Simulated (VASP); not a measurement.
Runs of VASP 6.6.1 on In. The structure is that of space group R-3m (No. 166), or close to it. The cells are those of the table. 

| task | cell | gap on the mesh (eV) | pressure (GPa) | largest force (eV/Å) |
| --- | --- | --- | --- | --- |
| single point | a = 8.435 Å, angles 23.1°, 3 atoms | none | -1.9 | 0.01 |
| single point | a = 8.440 Å, angles 23.3°, 3 atoms | none | -2.6 | - |
| single point | a = 8.374 Å, angles 22.8°, 3 atoms | none | -0.4 | 0.02 |
| single point | a = 8.511 Å, angles 22.6°, 3 atoms | none | (a) | 0.01 |
| electric field gradients | a = 8.542 Å, angles 22.8°, 3 atoms | none | -2.6 | - |

Alike in all rows: level PBEsol; potentials or basis VASP PAW PBE potentials, release 64 (In_d); no spin polarisation; k mesh 14 × 14 × 14; cutoff (eV) 520; smearing fermi-dirac 0.05 eV.

Q: Fill in the values left out.

A: (a) -1.6.

Caveats: the PAW data sets were made with another functional, which shifts forces and pressure a little; spin-orbit coupling is left out, which moves the levels of the heavy elements.

A k mesh can miss the band edges, and the runs leave out spin-orbit coupling on In.

A gap of «none» marks levels without a gap at the run's occupations.
